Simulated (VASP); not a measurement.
Input of a VASP 6.6.1 run:

Contents of INCAR:

```
SYSTEM = Bi
PREC = Accurate
ENCUT = 600
EDIFF = 1E-7
ISMEAR = -1
SIGMA = 0.08
LREAL = .FALSE.
LASPH = .TRUE.
NELM = 80
ALGO = Normal
ISIF = 3
LWAVE = .FALSE.
LCHARG = .FALSE.
GGA = PS
IBRION = 2
NSW = 60
EDIFFG = -0.005
PSTRESS = 3600.0
```

File KPOINTS:

```
Automatic mesh
0
G
  13 13 13
  0 0 0
```

File POSCAR:

```
Bi
1.0
    0.0000000000      2.3804371048      2.3804371048
    2.3804371048      0.0000000000      2.3804371048
    2.3804371048      2.3804371048      0.0000000000
Bi
2
Direct
   -0.1250000000     -0.1250000000     -0.1250000000
    0.1250000000      0.1250000000      0.1250000000
```

Potentials or basis: VASP PAW PBE potentials, release 64 (Bi_d).

Launch:

```bash
$ cat potpaw_PBE.64/Bi_d/POTCAR > POTCAR
$ mpirun -np 1 vasp_std > vasp.out
```

(1) Predict the space group after relaxing (to 0.05 Å).

(2) Estimate the band gap on the k mesh.

(3) Predict the relaxed volume.

Results:

(1) Fd-3m (No. 227).

(2) zero (band 15 reaches 23.03 eV, above the bottom of band 16 at 18.65 eV).

(3) 15.85 Å³/atom.

Caveat: the cell is relaxed towards a set pressure, so the enthalpy falls and the energy may rise; the volume moved by over 15 % at a fixed basis, so the end points are rough; the PAW data sets were made with another functional, which shifts forces and pressure a little; spin-orbit coupling is left out, which moves the levels of the heavy elements.
